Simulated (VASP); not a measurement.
Crystal: Br.

```xyz
3
Lattice="4.5976 0.0000 0.0000 0.0000 4.5976 0.0000 0.0000 0.0000 4.5976" Properties=species:S:1:pos:R:3 pbc="T T T"
Br    2.2988    0.0000    0.0000
Br    0.0000    2.2988    0.0000
Br    0.0000    0.0000    2.2988
```

| Property | Result |
| --- | --- |
| Program | VASP 6.6.1 |
| Task | relaxation of cell and atoms |
| Functional | PBEsol |
| Potentials or basis | VASP PAW PBE potentials, release 64 (Br) |
| Cutoff | 600 eV |
| k mesh | 10 × 10 × 10 |
| Occupations | gaussian, width 0.1 eV |
| Spin | no spin polarisation |

At the start: pressure -2.8 GPa; volume 32.40 Å³/atom.

How do energy, volume and symmetry change on relaxing?

Over 4 steps the energy falls by 35.1 meV/atom and the volume is 28.85 Å³/atom (-10.9 %); space group Pm-3m (No. 221, to 0.05 Å).

The path:
| step | energy change (eV) | largest force (eV/Å) | pressure (GPa) | volume (Å³) |
| --- | --- | --- | --- | --- |
| 1 | 0.0000 | 0.0000 | -2.82 | 97.19 |
| 2 | -0.0967 | 0.0000 | -0.97 | 89.38 |
| 3 | -0.1052 | 0.0000 | -0.05 | 86.75 |
| 4 | -0.1052 | 0.0000 | 0.02 | 86.55 |

Final structure:
```
CELL_PARAMETERS angstrom
4.42339 0.00000 0.00000
0.00000 4.42339 0.00000
0.00000 0.00000 4.42339
ATOMIC_POSITIONS crystal
Br 0.50000 0.00000 0.00000
Br 0.00000 0.50000 0.00000
Br 0.00000 0.00000 0.50000
```

Caveat: the PAW data sets were made with another functional, which shifts forces and pressure a little; an odd number of electrons without spin polarisation forces a metal; a magnetic or distorted state may lie lower.
